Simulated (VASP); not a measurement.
Wanted: the native input for a VASP 6.6.1 run.

| Quantity | Value |
| --- | --- |
| Task | single point |
| Functional | PBEsol |
| Potentials or basis | VASP PAW PBE potentials, release 64 (Nb_sv) |
| Cutoff | 520 eV |
| k mesh | 20 × 20 × 20 |
| Occupations | gaussian, width 0.15 eV |
| Spin | no spin polarisation |
| Dipole correction | no |
| Further INCAR settings | ALGO = Normal; EDIFF = 1e-06; NBANDS = 12 |

The structure of Nb lies in POSCAR:

```
Nb
1.0
    0.0000000000      2.0304000000      2.0304000000
    2.0304000000      0.0000000000      2.0304000000
    2.0304000000      2.0304000000      0.0000000000
Nb
1
Direct
    0.0000000000      0.0000000000      0.0000000000
```

This isn't the form of Nb at room conditions, which is bcc.

This cell differs from its parent crystal: strain -0.040 along x and y, -0.040 along z.

One way to write it, as run:

INCAR

```
SYSTEM = Nb
PREC     = Accurate       ! precision mode
ENCUT    = 520            ! plane-wave cutoff, eV
EDIFF    = 1E-6           ! SCF threshold, eV
ISMEAR   = 0              ! smearing method
SIGMA    = 0.15           ! smearing width, eV
LREAL    = .FALSE.        ! projectors in reciprocal space
LASPH    = .TRUE.         ! aspherical terms in the spheres
NELM     = 80             ! most SCF steps
ALGO     = Normal         ! electronic algorithm
ISIF     = 2              ! what is computed and relaxed
LWAVE    = .FALSE.        ! write WAVECAR
LCHARG   = .TRUE.         ! write CHGCAR
GGA      = PS             ! functional
LELF     = .TRUE.         ! ELF
LVHAR    = .TRUE.       
NBANDS   = 12             ! bands
```

KPOINTS

```
Automatic mesh
0
G
  20 20 20
  0 0 0
```

Potentials or basis: VASP PAW PBE potentials, release 64 (Nb_sv).

Launch:

```console
$ cat potpaw_PBE.64/Nb_sv/POTCAR > POTCAR
$ mpirun -np 1 vasp_std > vasp.out
```

It gave:

| Property | Result |
| --- | --- |
| Pressure | 15.7 GPa |
| Band gap on the k mesh | zero (an odd number of electrons rules out a gap without spin polarisation) |

Caveat: the cell differs from its parent crystal (strain -0.040 along x and y, -0.040 along z); the cell stands under pressure; the PAW data sets were made with another functional, which shifts forces and pressure a little.

Run time: 26 s on 1 thread of Intel(R) Xeon(R) Platinum 8559C (Emerald Rapids) (shared host), peak memory 0.17 GiB.
